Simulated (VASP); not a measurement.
**Sn: single point with LDA**

Crystal: Sn.

```
Sn
1.0
    -1.89465    1.89465    1.89465
     1.89465   -1.89465    1.89465
     1.89465    1.89465   -1.89465
Sn
1
Direct
  0.00000 0.00000 0.00000
```

```json
{
  "Program": "VASP 6.6.1",
  "Task": "single point",
  "Functional": "LDA",
  "Potentials or basis": "VASP PAW LDA potentials, release 64 (Sn_d)",
  "Cutoff": "520 eV",
  "k mesh": "11 × 11 × 11",
  "Occupations": "methfessel-paxton, width 0.15 eV",
  "Spin": "no spin polarisation"
}
```

| Item | Value |
| --- | --- |
| Pressure | -3.0 GPa |
| Band gap on the k mesh | zero (band 7 reaches 15.63 eV, above the bottom of band 8 at 5.45 eV) |

Levels at points of the mesh, in eV from the Fermi level:
```csv
k point,band 3,band 4,band 5,band 6,band 7,band 8,band 9,band 10,band 11,band 12
"(0.00, 0.00, 0.00)",-21.46,-21.32,-21.32,-11.11,7.81,7.81,7.81,12.19,12.19,12.19
```

Run time: 14 s on 1 thread of Intel Xeon 8259CL (shared host), peak memory 0.13 GiB.

Caveat: spin-orbit coupling is left out, which moves the levels of the heavy elements.
